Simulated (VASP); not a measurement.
Write the native input for VASP 6.6.1 that does the following.

| Item | Value |
| --- | --- |
| Task | electric field gradients |
| Functional | PBEsol |
| Potentials or basis | VASP PAW PBE potentials, release 64 (Ti_sv) |
| Cutoff | 520 eV |
| k mesh | 14 × 14 × 14 |
| Occupations | fermi-dirac, width 0.03 eV |
| Spin | no spin polarisation |
| Dipole correction | no |
| Further INCAR settings | ALGO = Normal; EDIFF = 1e-08; NBANDS = 12 |

The structure of Ti lies in POSCAR:

```
Ti
1.0
    0.0000000000      2.0545745385      2.0545745385
    2.0545745385      0.0000000000      2.0545745385
    2.0545745385      2.0545745385      0.0000000000
Ti
1
Direct
    0.0000000000      0.0000000000      0.0000000000
```

The input as run:

INCAR

```
ALGO = Normal
EDIFF = 1E-8
ENCUT = 520
GGA = PS
ISIF = 2
ISMEAR = -1
LASPH = True
LCHARG = False
LEFG = True
LREAL = False
LWAVE = False
NBANDS = 12
NELM = 80
PREC = Accurate
SIGMA = 0.03
```

KPOINTS

```
k-points
0
Gamma
  14 14 14
```

Potentials or basis: VASP PAW PBE potentials, release 64 (Ti_sv).

Launch:

```sh
$ cat potpaw_PBE.64/Ti_sv/POTCAR > POTCAR
$ mpirun -np 1 vasp_std > vasp.out
```

Results of the run:

The pressure is -4.4 GPa. The band gap on the k mesh is zero (band 6 reaches 8.98 eV, above the bottom of band 7 at 7.71 eV).

Caveat: without QUAD_EFG the Cq values of the log hold for a quadrupole moment of 1 mb, not for the nuclei; the PAW data sets were made with another functional, which shifts forces and pressure a little.

Wall time 15 s on 1 thread of Intel(R) Xeon(R) Platinum 8488C (Sapphire Rapids), with other jobs on the host, peak memory 0.14 GiB.
